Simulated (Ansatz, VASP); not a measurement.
**As: VASP beside Ansatz**

```xyz
2
Lattice="1.8774 1.0839 3.7043 -1.8774 1.0839 3.7043 0.0000 -2.1678 3.7043" Properties=species:S:1:pos:R:3 pbc="T T T"
As    0.0000    0.0000    2.4941
As    0.0000    0.0000    8.6189
```

Alike in both runs: task single point; functional PBEsol; k mesh 6 × 6 × 6; occupations gaussian, width 0.1 eV; no spin polarisation.

|  | VASP | Ansatz |
| --- | --- | --- |
| version | VASP 6.6.1 | Ansatz 0.2.0 |
| potentials or method | VASP PAW PBE potentials, release 64 (As), cutoff 500 eV | scalar-relativistic, plane waves, PAW |
| valence electrons in the cell | 10 | 30 |

|  | VASP | Ansatz | Ansatz less VASP |
| --- | --- | --- | --- |
| gap on the k mesh at the Fermi level (eV) | none | none | - |
| pressure (GPa) | -1.3 | -1.6 | -0.36 |
| traceless stress, the component that is largest in VASP (GPa) | -1.64 | -1.54 | +0.104 |
| rms of the force components (eV/Å) | 0.088 | 0.049 | -0.0392 |

VASP's potentials were made for PBE, not for PBEsol. Atom by atom the forces differ by 0.039 eV/Å (rms over components). A gap of «none» marks a metal or a gap that the smearing closes. With one functional, cell and mesh, what is left measures potentials, basis and numerics. VASP's potentials hold 10 valence electrons a cell and Ansatz's 30, so a difference there can come from the potentials and not from the codes.
